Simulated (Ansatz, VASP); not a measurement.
# Ta2N: VASP beside Ansatz

Contents of INCAR:

```
SYSTEM = Ta2N
PREC = Accurate
ENCUT = 520
EDIFF = 1E-6
ISMEAR = 0
SIGMA = 0.15
LREAL = .False.
LASPH = .True.
NELM = 60
ALGO = Normal
ISIF = 2
LWAVE = .False.
LCHARG = .True.
GGA = PS
LELF = .True.
LVHAR = .True.
NBANDS = 36
```

KPOINTS

```
regular mesh
0
Gamma
  17 17 5
  0 0 0
```

POSCAR

```
Ta2N
1.0
   -3.0786153856      0.0000000000      0.0000000000
   -1.5393076928     -2.6661591324      0.0000000000
    0.0000000000      0.0000000000      9.8965143614
Ta N
4 2
Direct
    0.6666666667      0.6666666667      0.1200173431
    0.6666666667      0.6666666667      0.6073866334
    0.3333333333      0.3333333333      0.8547212375
    0.3333333333      0.3333333333      0.3673519472
    0.0000000000      0.0000000000      0.2436846451
    0.0000000000      0.0000000000      0.7310539354
```

Input for Ansatz:

```yaml
crystal:
  lattice:
    - [-3.0786153856, 0.0, 0.0]
    - [-1.5393076928, -2.6661591324, 0.0]
    - [0.0, 0.0, 9.8965143614]
  atoms:
    - { symbol: Ta, position: [0.6666666667, 0.6666666667, 0.1200173431] }
    - { symbol: Ta, position: [0.6666666667, 0.6666666667, 0.6073866334] }
    - { symbol: Ta, position: [0.3333333333, 0.3333333333, 0.8547212375] }
    - { symbol: Ta, position: [0.3333333333, 0.3333333333, 0.3673519472] }
    - { symbol: "N", position: [0.0, 0.0, 0.2436846451] }
    - { symbol: "N", position: [0.0, 0.0, 0.7310539354] }
basis:
  ecutwfc: 420
kpoints:
  mp_grid: { grid: [17, 17, 5] }
hamiltonian:
  xc: pbesol
scf:
  occupations: { method: gaussian, width: 0.15 }
output:
  forces: true
  stress: true
  eigenvalues: true
```

Alike in both runs: task single point; functional PBEsol; k mesh 17 × 17 × 5; occupations gaussian, width 0.15 eV; no spin polarisation.

```csv
,VASP,Ansatz
version,VASP 6.6.1,Ansatz 0.2.0
potentials or method,"VASP PAW PBE potentials, release 64 (Ta_pv, N), cutoff 520 eV","scalar-relativistic, plane waves, PAW"
valence electrons in the cell,54,62
```

Ansatz gave:

| Item | Value |
| --- | --- |
| gap on the k mesh at the Fermi level (eV) | none |
| pressure (GPa) | -4.7 |
| traceless stress, the component that is largest in VASP (GPa) | -4.32 |
| rms of the force components (eV/Å) | 0.436 |

Q: Which values does VASP return?

A: gap on the k mesh at the Fermi level (eV): none; pressure (GPa): -4.1; traceless stress, the component that is largest in VASP (GPa): -4.37; rms of the force components (eV/Å): 0.451.

VASP's potentials were made for PBE, not for PBEsol. Atom by atom the forces differ by 0.024 eV/Å (rms over components). A gap of «none» marks a metal or a gap that the smearing closes. VASP's potentials hold 54 valence electrons a cell and Ansatz's 62, so a difference there can come from the potentials and not from the codes.

Neither program's run includes spin-orbit coupling.
